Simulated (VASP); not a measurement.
# HfO2 (Fm-3m) in VASP: vibrations by perturbation theory with PBE

Aim: the vibrations by perturbation theory of HfO2 with PBE.

Everything below comes from runs of VASP 6.6.1. Logs are shortened: lines on timing, memory, paths and dates and some standing lists are left out, and cuts for length are marked.

### 1 The cell of the first run

Symmetry: Fm-3m, No. 225, cubic system. Conventional cell: a = 5.115 Å, b = 5.115 Å, c = 5.115 Å, α = 90.00°, β = 90.00°, γ = 90.00°. Within 2.9 Å of Hf (site symmetry m-3m) lie 8 O at 2.21 Å. Within 2.9 Å of O (site symmetry -43m) lie 4 Hf at 2.21 Å and 6 O at 2.56 Å.

### 2 Vibrations by perturbation theory, PBE

Input file INCAR:

```
PREC = Accurate ; ENCUT = 520
EDIFF = 1E-8 ; ISMEAR = 0
SIGMA = 0.05 ; LREAL = F
LASPH = T ; NELM = 80
ALGO = Normal ; ISIF = 2
LWAVE = F ; LCHARG = F
GGA = PE ; IBRION = 8
NSW = 1
```

Input file KPOINTS:

```
regular mesh
0
Gamma
  8 8 8
```

Input file POSCAR:

```
HfO2
1.0
    0.0000000000      2.5575000000      2.5575000000
    2.5575000000      0.0000000000      2.5575000000
    2.5575000000      2.5575000000      0.0000000000
Hf O
1 2
Direct
    0.0000000000      0.0000000000      0.0000000000
    0.2500000000      0.2500000000      0.2500000000
    0.7500000000      0.7500000000      0.7500000000
```

Potentials or basis: VASP PAW PBE potentials, release 64 (Hf_pv, O).

Started as:

```bash
$ cat potpaw_PBE.64/Hf_pv/POTCAR potpaw_PBE.64/O/POTCAR > POTCAR
$ mpirun -np 1 vasp_std > vasp.out
```

OUTCAR:

```text
PREC = Accurate
   ENCUT = 520
   EDIFF = 1E-8
   ISMEAR = 0
   LREAL = F
   LASPH = T
   NELM = 80
   ISIF = 2
   GGA = PE
   IBRION = 8
   NSW = 1

 ion  position               nearest neighbor table
   1  0.000  0.000  0.000-   3 2.21   3 2.21   3 2.21   2 2.21   3 2.21   2 2.21   2 2.21   2 2.21

   2  0.250  0.250  0.250-   1 2.21   1 2.21   1 2.21   1 2.21
   3  0.750  0.750  0.750-   1 2.21   1 2.21   1 2.21   1 2.21

  LATTYP: Found a face centered cubic cell.
 ALAT       =     5.1150000000

  Lattice vectors:

 A1 = (   0.0000000000,   2.5575000000,   2.5575000000)
 A2 = (   2.5575000000,   0.0000000000,   2.5575000000)
 A3 = (   2.5575000000,   2.5575000000,   0.0000000000)

Analysis of symmetry for initial positions (statically):
=====================================================================
 Subroutine PRICEL returns:
 Original cell was already a primitive cell.

 Routine SETGRP: Setting up the symmetry group for a
 face centered cubic supercell.

 Subroutine GETGRP returns: Found 48 space group operations
 (whereof 48 operations were pure point group operations)
 out of a pool of 48 trial point group operations.

The static configuration has the point symmetry O_h .

Analysis of symmetry for dynamics (positions and initial velocities):
=====================================================================
 Subroutine PRICEL returns:
 Original cell was already a primitive cell.

 Routine SETGRP: Setting up the symmetry group for a
 face centered cubic supercell.

 Subroutine GETGRP returns: Found 48 space group operations
 (whereof 48 operations were pure point group operations)
 out of a pool of 48 trial point group operations.

The dynamic configuration has the point symmetry O_h .

 Subroutine INISYM returns: Found 48 space group operations
 (whereof 48 operations are pure point group operations),
 and found     1 'primitive' translations

----------------------------------------------------------------------------------------

                                     Primitive cell

  volume of cell :      33.4562

  direct lattice vectors                    reciprocal lattice vectors
     0.000000000  2.557500000  2.557500000    -0.195503421  0.195503421  0.195503421
     2.557500000  0.000000000  2.557500000     0.195503421 -0.195503421  0.195503421
     2.557500000  2.557500000  0.000000000     0.195503421  0.195503421 -0.195503421

  length of vectors
     3.616851186  3.616851186  3.616851186     0.338621859  0.338621859  0.338621859

  position of ions in fractional coordinates (direct lattice)
     0.000000000  0.000000000  0.000000000
     0.250000000  0.250000000  0.250000000
     0.750000000  0.750000000  0.750000000

  ion indices of the primitive-cell ions
   primitive index   ion index
                 1           1
                 2           2
                 3           3

----------------------------------------------------------------------------------------

 KPOINTS: regular mesh

Automatic generation of k-mesh.
 Grid dimensions read from file:
 generate k-points for:    8    8    8

 Generating k-lattice:

  Cartesian coordinates                     Fractional coordinates (reciprocal lattice)
    -0.024437928  0.024437928  0.024437928     0.125000000  0.000000000  0.000000000
[... 99 lines left out ...]
 number of electron      21.9999993 magnetization

 Free energy of the ion-electron system (eV)
  ---------------------------------------------------
  ext. energy  EPLUGINS =         0.00000000
  ---------------------------------------------------
  free energy    TOTEN  =       -30.23356143 eV

  energy without entropy =      -30.23356143  energy(sigma->0) =      -30.23356143

 E-fermi :   4.3475     XC(G=0): -11.6973

 val. band max:        4.0546741120   @ k =   0.5000   0.5000   0.0000
 cond. band min:       7.7840937156   @ k =   0.5000   0.5000   0.0000
 fundamental gap:      3.7294196036
 Fermi energy:         4.3474812620

 k-point     1 :       0.0000    0.0000    0.0000
  band No.  band energies     occupation
      1     -25.7560      2.00000
      2     -25.7560      2.00000
      3     -25.7560      2.00000
      4     -14.5139      2.00000
      5     -11.6117      2.00000
      6      -1.1272      2.00000
      7      -1.1272      2.00000
      8      -1.1272      2.00000
      9       3.4605      2.00000
     10       3.4605      2.00000
     11       3.4605      2.00000
     12       7.8696      0.00000
     13       7.8696      0.00000
     14       9.6795      0.00000
[... 401 lines left out ...]
      2     -25.9090      2.00000
      3     -25.8246      2.00000
      4     -12.9925      2.00000
      5     -12.4904      2.00000
      6      -0.6426      2.00000
      7      -0.3264      2.00000
      8       0.6373      2.00000
      9       1.8790      2.00000
     10       2.7372      2.00000
     11       2.8237      2.00000
     12       8.5636      0.00000
     13       8.9409      0.00000
     14      10.8129      0.00000
     15      11.9065      0.00000

 [... further k-points ...]
[... 5 lines left out ...]
  --------------------------------------------------------------------------------------
  -------------------------------------------------------------------------------------
  Total       -1.2523911     -1.2523911     -1.2523911      0.0000000      0.0000000     -0.0000000
  in kB      -59.9754675    -59.9754675    -59.9754675      0.0000000      0.0000000     -0.0000000
  external PRESSURE =     -59.9754675 kB  Pullay stress =       0.0000000 kB

 VOLUME and BASIS-vectors are now :
 -----------------------------------------------------------------------------
  energy-cutoff  :      520.00
  volume of cell :       33.46
      direct lattice vectors                 reciprocal lattice vectors
     0.000000000  2.557500000  2.557500000    -0.195503421  0.195503421  0.195503421
     2.557500000  0.000000000  2.557500000     0.195503421 -0.195503421  0.195503421
     2.557500000  2.557500000  0.000000000     0.195503421  0.195503421 -0.195503421

 POSITION                                       TOTAL-FORCE (eV/Angst)
 -----------------------------------------------------------------------------------
      0.00000      0.00000      0.00000        -0.000000     -0.000000     -0.000000
      1.27875      1.27875      1.27875         0.000000      0.000000      0.000000
      3.83625      3.83625      3.83625        -0.000000      0.000000     -0.000000
 -----------------------------------------------------------------------------------
    total drift:                                0.000000      0.000000      0.000000

  FREE ENERGIE OF THE ION-ELECTRON SYSTEM (eV)
  ---------------------------------------------------
  free  energy   TOTEN  =       -30.2335614273 eV

  energy  without entropy=      -30.2335614273  energy(sigma->0) =      -30.23356143

[... ionic steps 2 to 3 ...]

--------------------------------------- Ionic step        4  -------------------------------------------

------------------------ aborting loop because EDIFF is reached ----------------------------------------

[... ionic steps 5 to 6 ...]

--------------------------------------- Ionic step        7  -------------------------------------------

 Free energy of the ion-electron system (eV)
  ---------------------------------------------------
  ---------------------------------------------------
  free energy    TOTEN  =        -0.36818824 eV

  energy without entropy =       -0.36818824

------------------------ aborting loop because EDIFF is reached ----------------------------------------

 INTERNAL STRAIN TENSOR  FOR ION    2  DIRECTION 1   (eV/Angst):
 -----------------------------------------------------------------------------
    -0.00182  0.00000  0.00000
     0.00000  0.00095 -5.54148
     0.00000 -5.54148  0.00095

 INTERNAL STRAIN TENSOR FOR ION    3 for displacements in x,y,z  (eV/Angst):
          X           Y           Z          XY          YZ          ZX
  --------------------------------------------------------------------------------
  x     0.00000     0.00000     0.00000     0.00000     5.54148     0.00000
  y     0.00000     0.00000     0.00000     0.00000     0.00000     5.54148
  z     0.00000     0.00000     0.00000     5.54148     0.00000     0.00000

 SECOND DERIVATIVES (NOT SYMMETRIZED)
 ------------------------------------
               1X          1Y          1Z          2X          2Y          2Z          3X          3Y          3Z
  1X    -3.889164    0.000000    0.000000    1.944582    0.000000    0.000000    1.944582    0.000000    0.000000
  1Y     0.000000   -3.889164    0.000000    0.000000    1.944582    0.000000    0.000000    1.944582    0.000000
  1Z     0.000000    0.000000   -3.889164    0.000000    0.000000    1.944582    0.000000    0.000000    1.944582
  2X     1.939317    0.000000    0.000000   -9.890258    0.000000    0.000000    7.950941    0.000000    0.000000
  2Y     0.000000    1.939317   -0.000000    0.000000   -9.890258    0.000000    0.000000    7.950941    0.000000
  2Z     0.000000   -0.000000    1.939317    0.000000    0.000000   -9.890258    0.000000    0.000000    7.950941
  3X     1.939317    0.000000    0.000000    7.950941    0.000000    0.000000   -9.890258    0.000000    0.000000
  3Y     0.000000    1.939317   -0.000000    0.000000    7.950941    0.000000    0.000000   -9.890258    0.000000
  3Z     0.000000   -0.000000    1.939317    0.000000    0.000000    7.950941    0.000000    0.000000   -9.890258

 Eigenvectors and eigenvalues of the dynamical matrix
 ----------------------------------------------------

   1 f  =   16.508315 THz   103.724803 2PiTHz  550.658119 cm-1    68.272875 meV
             X         Y         Z           dx          dy          dz
      0.000000  0.000000  0.000000     0.000000   -0.000000    0.000000
      1.278750  1.278750  1.278750    -0.707106    0.001035    0.000000
      3.836250  3.836250  3.836250     0.707106   -0.001035    0.000000
[... 43 lines left out ...]
   9 f/i=    0.002880 THz     0.018097 2PiTHz    0.096073 cm-1     0.011912 meV
             X         Y         Z           dx          dy          dz
      0.000000  0.000000  0.000000    -0.122259   -0.662278    0.627745
      1.278750  1.278750  1.278750    -0.036654   -0.198556    0.188202
      3.836250  3.836250  3.836250    -0.036654   -0.198556    0.188202

--------------------------------------------------------------------------------------------------------

 ELASTIC MODULI CONTR FROM IONIC RELAXATION (kBar)
 Direction    XX          YY          ZZ          XY          YZ          ZX
 --------------------------------------------------------------------------------
 XX           0.0000      0.0000      0.0000      0.0000      0.0000      0.0000
 YY           0.0000      0.0000      0.0000      0.0000      0.0000      0.0000
 ZZ           0.0000      0.0000      0.0000      0.0000      0.0000      0.0000
 XY           0.0000      0.0000      0.0000   -164.8506      0.0000      0.0000
 YZ           0.0000      0.0000      0.0000      0.0000   -164.8506      0.0000
 ZX           0.0000      0.0000      0.0000      0.0000      0.0000   -164.8506
 --------------------------------------------------------------------------------
```

Run time: 5.2 min. Hardware: 1 thread of Intel Xeon 8259CL, shared host; peak memory 0.25 GiB.

Results:

```
Highest phonon frequency at Γ, LO-TO splitting left out : 551 cm⁻¹
```

Phonon frequencies in cm⁻¹ (negative: imaginary):
```tsv
q point	frequencies
(0.000, 0.000, 0.000)	0 0 0 197 197 197 551 551 551
```

Caveat: the cell stands under pressure or tension, which shifts response properties; spin-orbit coupling is left out, which moves the levels of the heavy elements.
